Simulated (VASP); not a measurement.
# TaZn2B3 (P4/mmm) in VASP: a series of runs, part 2 of 2

VASP 6.6.1.

**5. Relaxation of cell and atoms, PBE**

Contents of INCAR:

```
  ALGO = Fast
  EDIFF = 1E-7
  EDIFFG = -0.04
  ENCUT = 600
  GGA = PE
  IBRION = 2
  ISIF = 3
  ISMEAR = 0
  LASPH = True
  LCHARG = False
  LREAL = False
  LWAVE = False
  NELM = 60
  NSW = 90
  PREC = Accurate
  SIGMA = 0.1
```

Contents of KPOINTS:

```
k-points
0
Gamma
  6 6 2
```

Contents of POSCAR:

```
TaZn2B3
1.0
    2.7916322900      0.0000000000      0.0000000000
    0.0000000000      2.7916322900      0.0000000000
    0.0000000000      0.0000000000      8.3461660600
Ta Zn B
1 2 3
Direct
    0.0000000000      0.0000000000      0.0000000000
    0.0000000000      0.0000000000      0.3342649900
    0.0000000000      0.0000000000      0.6657350100
    0.5000000000      0.5000000000      0.1837450000
    0.5000000000      0.5000000000      0.5000000000
    0.5000000000      0.5000000000      0.8162550000
```

Potentials or basis: VASP PAW PBE potentials, release 64 (Ta_pv, Zn, B).

Launch:

```bash
> cat potpaw_PBE.64/Ta_pv/POTCAR potpaw_PBE.64/Zn/POTCAR potpaw_PBE.64/B/POTCAR > POTCAR
> mpirun -np 1 vasp_std > vasp.out
```

OUTCAR:

```text
EDIFF = 1E-7
   EDIFFG = -0.04
   ENCUT = 600
   GGA = PE
   IBRION = 2
   ISIF = 3
   ISMEAR = 0
   LASPH = True
   LREAL = False
   NELM = 60
   NSW = 90
   PREC = Accurate

 ion  position               nearest neighbor table
   1  0.000  0.000  0.000-   4 2.50   6 2.50   4 2.50   6 2.50   4 2.50   6 2.50   4 2.50   6 2.50
                             2 2.79   3 2.79
   2  0.000  0.000  0.334-   4 2.34   4 2.34   4 2.34   4 2.34   5 2.41   5 2.41   5 2.41   5 2.41
                             3 2.77   1 2.79
   3  0.000  0.000  0.666-   6 2.34   6 2.34   6 2.34   6 2.34   5 2.41   5 2.41   5 2.41   5 2.41
                             2 2.77   1 2.79
   4  0.500  0.500  0.184-   2 2.34   2 2.34   2 2.34   2 2.34   1 2.50   1 2.50   1 2.50   1 2.50

   5  0.500  0.500  0.500-   2 2.41   3 2.41   2 2.41   3 2.41   2 2.41   3 2.41   2 2.41   3 2.41

   6  0.500  0.500  0.816-   3 2.34   3 2.34   3 2.34   3 2.34   1 2.50   1 2.50   1 2.50   1 2.50

  LATTYP: Found a simple tetragonal cell.
 ALAT       =     2.7916322900
 C/A-ratio  =     2.9897082398

  Lattice vectors:
[... 893 lines left out ...]

 number of electron      44.0000017 magnetization

------------------------ aborting loop because EDIFF is reached ----------------------------------------
[... 75 lines left out ...]
--------------------------------------- Ionic step       36  -------------------------------------------

 number of electron      44.0000013 magnetization

 Free energy of the ion-electron system (eV)
  ---------------------------------------------------
  ext. energy  EPLUGINS =         0.00000000
  ---------------------------------------------------
  free energy    TOTEN  =       -30.04313724 eV

  energy without entropy =      -30.02947817  energy(sigma->0) =      -30.03630770

 E-fermi :   4.0535     XC(G=0): -11.5973

 val. band max:        4.0382697570   @ k =   0.5000   0.5000   0.5000
 cond. band min:       4.1241057737   @ k =   0.1667   0.0000   0.0000
 fundamental gap:      0.0858360167
 Fermi energy:         4.0534772549

 k-point     1 :       0.0000    0.0000    0.0000
  band No.  band energies     occupation
      1     -29.7705      2.00000
      2     -29.4542      2.00000
      3     -29.4542      2.00000
      4      -7.8842      2.00000
      5      -6.0473      2.00000
      6      -3.7660      2.00000
[... 602 lines left out ...]
  FREE ENERGIE OF THE ION-ELECTRON SYSTEM (eV)
  ---------------------------------------------------
  free  energy   TOTEN  =       -30.0431372431 eV

  energy  without entropy=      -30.0294781659  energy(sigma->0) =      -30.03630770

 reached required accuracy - stopping structural energy minimisation
```

Wall time 31 min (1 thread of Oxide Virtual Turin-like, shared host); peak memory 0.21 GiB.

Results:

- Free energy: -30.0431 eV
- Relaxed volume: 12.53 Å³/atom
- Relaxed cell: a = 3.027 Å, b = 3.027 Å, c = 8.204 Å, α = 90.00°, β = 90.00°, γ = 90.00°
- Space group after relaxing (to 0.1 Å): P4/mmm (No. 123)
- Energy gained by relaxing: 205.4 meV/atom
- Ionic steps: 36
- Pressure after relaxing: -0.1 GPa
- Largest force after relaxing: 0.023 eV/Å
- Band gap on the k mesh: zero (bands 22 and 23 overlap by 2.34 eV)

Forces on the atoms (eV/Å):
```
Ta   0.000  0.000  0.000
Zn   0.000  0.000  0.023
Zn   0.000  0.000 -0.023
B    0.000  0.000 -0.015
B    0.000  0.000  0.000
B    0.000  0.000  0.015
```

Step by step:
| step | energy change (eV) | largest force (eV/Å) | pressure (GPa) | volume (Å³) |
| --- | --- | --- | --- | --- |
| 1 | 0.0000 | 0.7325 | 3.95 | 65.04 |
| 2 | -0.1599 | 0.5180 | -2.68 | 67.57 |
| 3 | -0.2296 | 0.4106 | -8.06 | 70.23 |
| 4 | -0.3099 | 0.2718 | -8.11 | 70.18 |
| 5 | -0.4265 | 0.8198 | -6.65 | 69.95 |
| 6 | -0.4961 | 0.6867 | -3.79 | 68.60 |
| 7 | -0.5449 | 0.4299 | 1.42 | 66.46 |
| 8 | -0.5451 | 0.4055 | 1.94 | 66.28 |
| 9 | -0.5597 | 0.2615 | 1.59 | 66.48 |
| 10 | -0.5748 | 0.3093 | 0.73 | 67.02 |
| 11 | -0.5750 | 0.3042 | 0.79 | 66.96 |
| 12 | -0.5830 | 0.3354 | 0.13 | 67.32 |
| 13 | -0.6003 | 0.4473 | -1.73 | 68.43 |
| 14 | -0.6140 | 0.7121 | -4.95 | 70.69 |
| 15 | -0.6159 | 0.7212 | -4.90 | 70.73 |
| 16 | -0.6218 | 0.7505 | -4.96 | 70.87 |
| 17 | -0.6348 | 0.8107 | -5.08 | 71.15 |
| 18 | -0.6649 | 0.9086 | -5.26 | 71.72 |
| 19 | -0.7301 | 0.9318 | -5.72 | 72.86 |
| 20 | -0.8791 | 1.1998 | -6.36 | 75.17 |
| 21 | -0.0384 | 6.1067 | -0.97 | 79.93 |
| 22 | -0.9112 | 1.0265 | -6.22 | 75.61 |
| 23 | -0.9287 | 0.8384 | -6.07 | 76.67 |
| 24 | -0.9323 | 0.8026 | -6.20 | 76.29 |
| 25 | -0.9653 | 0.7268 | -3.15 | 76.06 |
| 26 | -0.9733 | 0.7499 | -4.14 | 76.13 |
| 27 | -1.0391 | 0.5839 | -2.81 | 75.29 |
| 28 | -1.1478 | 0.2926 | 1.64 | 72.77 |
| 29 | -1.1531 | 0.2294 | 3.30 | 71.98 |
| 30 | -1.1766 | 0.2965 | 1.93 | 72.69 |
| 31 | -1.1945 | 0.6259 | -0.34 | 73.92 |
| 32 | -1.2149 | 0.4644 | -0.06 | 74.25 |
| 33 | -1.2316 | 0.0892 | 0.37 | 74.78 |
| 34 | -1.2320 | 0.0217 | 0.48 | 74.88 |
| 35 | -1.2320 | 0.0203 | 0.47 | 74.86 |
| 36 | -1.2325 | 0.0225 | -0.10 | 75.19 |

Final structure:
```xyz
6
Lattice="3.0272 0.0000 0.0000 0.0000 3.0272 0.0000 0.0000 0.0000 8.2043" Properties=species:S:1:pos:R:3 pbc="T T T"
Ta    0.0000    0.0000    0.0000
Zn    0.0000    0.0000    2.7750
Zn    0.0000    0.0000    5.4293
B     1.5136    1.5136    0.8644
B     1.5136    1.5136    4.1022
B     1.5136    1.5136    7.3399
```

Levels at points of the mesh, in eV from the Fermi level:
| k point | band 20 | band 21 | band 22 | band 23 | band 24 | band 25 |
| --- | --- | --- | --- | --- | --- | --- |
| (0.00, 0.00, 0.00) | 0.36 | 0.36 | 1.09 | 1.09 | 2.52 | 2.52 |
| (0.50, 0.00, 0.00) | -2.85 | -1.26 | -1.21 | -0.68 | 2.70 | 2.81 |
| (0.50, 0.50, 0.00) | -1.76 | -1.50 | -1.50 | -1.16 | 0.71 | 0.75 |
| (0.00, 0.00, 0.50) | 0.29 | 0.29 | 1.18 | 1.18 | 2.51 | 2.51 |
| (0.50, 0.00, 0.50) | -2.94 | -2.24 | -1.64 | 1.43 | 2.80 | 3.00 |
| (0.50, 0.50, 0.50) | -1.82 | -1.82 | -1.45 | -0.64 | -0.60 | -0.02 |

Caveat: the k points lie up to 0.38 Å⁻¹ apart in the final cell, too coarse for converged energies and pressures of a metal; the volume moved by over 15 % at a fixed basis, so the end points are rough; spin-orbit coupling is left out, which moves the levels of the heavy elements.

**6. Single point, PBE**

This run uses another cell than the first one, of 10.98 Å³/atom.

Contents of INCAR:

```
PREC = Accurate
ENCUT = 520
EDIFF = 1E-7
ISMEAR = 0
SIGMA = 0.1
LREAL = False
LASPH = True
NELM = 60
ALGO = Fast
ISIF = 2
LWAVE = False
LCHARG = True
GGA = PE
LELF = True
LVHAR = True
NBANDS = 31
```

Contents of KPOINTS:

```
Automatic mesh
0
Gamma
  12 12 6
```

Contents of POSCAR:

```
TaZn2B3
1.0
    3.0133412206      0.0000000000      0.0000000000
    0.0000000000      3.0133412206      0.0000000000
    0.0000000000      0.0000000000      7.2561408245
Ta Zn B
1 2 3
Direct
    0.0000000000      0.0000000000      0.0000000000
    0.0000000000      0.0000000000      0.3454741749
    0.0000000000      0.0000000000      0.6545258251
    0.5000000000      0.5000000000      0.2381449389
    0.5000000000      0.5000000000      0.5000000000
    0.5000000000      0.5000000000      0.7618550611
```

Potentials or basis: VASP PAW PBE potentials, release 64 (Ta_pv, Zn, B).

Launch:

```bash
> cat potpaw_PBE.64/Ta_pv/POTCAR potpaw_PBE.64/Zn/POTCAR potpaw_PBE.64/B/POTCAR > POTCAR
> mpirun -np 1 vasp_std > vasp.out
```

OUTCAR:

```text
PREC = Accurate
   ENCUT = 520
   EDIFF = 1E-7
   ISMEAR = 0
   LREAL = False
   LASPH = True
   NELM = 60
   ISIF = 2
   GGA = PE

 ion  position               nearest neighbor table
   1  0.000  0.000  0.000-   2 2.51   3 2.51   4 2.74   6 2.74   4 2.74   6 2.74   4 2.74   6 2.74
                             4 2.74   6 2.74
   2  0.000  0.000  0.345-   3 2.24   4 2.27   4 2.27   4 2.27   4 2.27   5 2.41   5 2.41   5 2.41
                             5 2.41   1 2.51
   3  0.000  0.000  0.655-   2 2.24   6 2.27   6 2.27   6 2.27   6 2.27   5 2.41   5 2.41   5 2.41
                             5 2.41   1 2.51
   4  0.500  0.500  0.238-   5 1.90   2 2.27   2 2.27   2 2.27   2 2.27   1 2.74   1 2.74   1 2.74
[... 1031 lines left out ...]
  Total        0.1643724      0.1643724      0.2512605      0.0000000      0.0000000     -0.0000000
  in kB        3.9970282      3.9970282      6.1098768      0.0000000      0.0000000     -0.0000000
  external PRESSURE =       4.7013111 kB  Pullay stress =       0.0000000 kB

 VOLUME and BASIS-vectors are now :
 -----------------------------------------------------------------------------
  energy-cutoff  :      520.00
  volume of cell :       65.89
      direct lattice vectors                 reciprocal lattice vectors
     3.013341221  0.000000000  0.000000000     0.331857538  0.000000000  0.000000000
     0.000000000  3.013341221  0.000000000     0.000000000  0.331857538  0.000000000
     0.000000000  0.000000000  7.256140825     0.000000000  0.000000000  0.137814304

 POSITION                                       TOTAL-FORCE (eV/Angst)
 -----------------------------------------------------------------------------------
      0.00000      0.00000      0.00000        -0.000000     -0.000000     -0.000000
      0.00000      0.00000      2.50681         0.000000      0.000000     -0.032629
      0.00000      0.00000      4.74933        -0.000000      0.000000      0.032629
      1.50667      1.50667      1.72801        -0.000000     -0.000000     -0.011727
      1.50667      1.50667      3.62807        -0.000000     -0.000000     -0.000000
      1.50667      1.50667      5.52813         0.000000     -0.000000      0.011727
 -----------------------------------------------------------------------------------
    total drift:                                0.000000      0.000000      0.000000

  FREE ENERGIE OF THE ION-ELECTRON SYSTEM (eV)
  ---------------------------------------------------
  free  energy   TOTEN  =       -29.6548273162 eV

  energy  without entropy=      -29.6434071431  energy(sigma->0) =      -29.64911723
```

stdout:

```text
POSCAR found type information on POSCAR TaZnB
 POSCAR found :  3 types and       6 ions
 scaLAPACK will be used
 LDA part: xc-table for (Slater+PW92), standard interpolation
 POSCAR, INCAR and KPOINTS ok, starting setup
 FFT: planning ... GRIDC
 FFT: planning ... GRID_SOFT
 FFT: planning ... GRID
 WAVECAR not read
 entering main loop
WARNING in EDDRMM: call to ZHEGV failed, returncode =   6  3     29
WARNING in EDDRMM: call to ZHEGV failed, returncode =   8  4     31
```

Wall time 3.9 min (1 thread of Oxide Virtual Turin-like, shared host); peak memory 0.3 GiB.

What came out:

```yaml
Free_energy: -29.6548 eV
Pressure: 0.5 GPa
Largest_force: 0.033 eV/Å
Band_gap_on_the_k_mesh: zero (bands 22 and 23 overlap by 3.12 eV)
```

Forces in eV/Å, atoms in the order of the input:
```
Ta   0.000  0.000  0.000
Zn   0.000  0.000 -0.033
Zn   0.000  0.000  0.033
B    0.000  0.000 -0.012
B    0.000  0.000  0.000
B    0.000  0.000  0.012
```

Levels at points of the mesh, in eV from the Fermi level:
```tsv
k point	band 19	band 20	band 21	band 22	band 23	band 24	band 25	band 26
(0.00, 0.00, 0.00)	-2.09	-0.56	-0.56	0.08	0.08	2.53	3.88	4.72
(0.50, 0.00, 0.00)	-3.93	-3.19	-1.53	0.45	2.36	2.77	3.40	3.55
(0.50, 0.50, 0.00)	-4.07	-3.78	-2.76	-0.16	-0.12	0.83	0.83	0.97
(0.00, 0.00, 0.50)	-1.08	-1.08	-0.94	1.55	1.55	2.28	2.28	2.67
(0.50, 0.00, 0.50)	-3.08	-2.37	-2.00	0.51	2.19	2.29	3.14	3.34
(0.50, 0.50, 0.50)	-3.16	-3.02	-2.11	-2.06	-1.42	-1.05	-1.05	3.66
```

Caveat: spin-orbit coupling is left out, which moves the levels of the heavy elements.

**7. The runs side by side**

| task | cell | k mesh | cutoff (eV) | gap on the mesh (eV) | pressure (GPa) | largest force (eV/Å) |
| --- | --- | --- | --- | --- | --- | --- |
| single point | a = 2.792, b = 2.792, c = 8.346 Å, 6 atoms, atomic positions A | 6 × 6 × 2 | 520 | none | 4.1 | 0.73 |
| single point | a = 3.014, b = 3.014, c = 7.235 Å, 6 atoms, atomic positions B | 6 × 6 × 2 | 520 | none | 0.7 | 0.03 |
| single point | a = 3.010, b = 3.010, c = 7.261 Å, 6 atoms, atomic positions C | 6 × 6 × 4 | 520 | none | 0.5 | 0.05 |
| relaxation of cell and atoms | relaxed from a = 2.792, b = 2.792, c = 8.346 Å, 6 atoms, atomic positions A | 6 × 6 × 2 | 600 | none | -0.1 | 0.02 |
| single point | a = 3.013, b = 3.013, c = 7.256 Å, 6 atoms, atomic positions D | 12 × 12 × 6 | 520 | none | 0.5 | 0.03 |

Alike in all rows: level PBE; potentials or basis VASP PAW PBE potentials, release 64 (Ta_pv, Zn, B); no spin polarisation; smearing gaussian 0.1 eV.

Caveats: some runs use coarse meshes; spin-orbit coupling is left out, which moves the levels of the heavy elements; the volume moved by over 15 % at a fixed basis, so the end points are rough (at least some runs).

Total energies depend on the potentials used, so only differences within one code and one set of settings carry meaning.

The gap in the log of VASP goes by the Fermi energy; the results here count the filled bands.